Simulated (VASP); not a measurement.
Here is a VASP 6.6.1 calculation.

The input POSCAR:

```
TiAl
1.0
    2.8672622327      0.0000000000      0.0000000000
   -1.4336311163      2.4831219328      0.0000000000
    0.0000000000      0.0000000000      4.6780830000
Ti Al
1 1
Direct
    0.0000000000      0.0000000000      0.0000000000
    0.3333333333      0.6666666667      0.5000000000
```

INCAR.step1

```
PREC = Accurate
ENCUT = 520
EDIFF = 1E-5
ISMEAR = -1
SIGMA = 0.05
LREAL = F
LASPH = T
NELM = 100
ALGO = Normal
ISIF = 2
LWAVE = T
LCHARG = F
NBANDS = 14
GGA = PE
```

File INCAR.step2:

```
PREC = Accurate
ENCUT = 520
EDIFF = 1E-7
ISMEAR = -1
SIGMA = 0.05
LREAL = F
LASPH = T
NELM = 100
ALGO = Normal
ISIF = 2
LWAVE = F
LCHARG = F
GGA = PE
LHFCALC = T
AEXX = 1.0
ALDAC = 0.0
AGGAC = 0.0
PRECFOCK = Normal
NBANDS = 14
ISTART = 1
```

KPOINTS

```
regular mesh
0
Gamma
  6 6 3
```

Potentials or basis: VASP PAW PBE potentials, release 64 (Ti_sv, Al).

Launch:

```bash
$ cat potpaw_PBE.64/Ti_sv/POTCAR potpaw_PBE.64/Al/POTCAR > POTCAR
$ cp INCAR.step1 INCAR
$ mpirun -np 1 vasp_std > vasp.out
$ cp INCAR.step2 INCAR
$ mpirun -np 1 vasp_std > vasp.out
```

(1) What does it give for the band gap on the k mesh?

(2) Predict the pressure.

## Answers

(1) zero (an odd number of electrons rules out a gap without spin polarisation).

(2) 6.6 GPa.

Caveat: the k points lie up to 0.45 Å⁻¹ apart, too coarse for converged energies and pressures of a metal; the PAW data sets were made with another functional, which shifts forces and pressure a little.
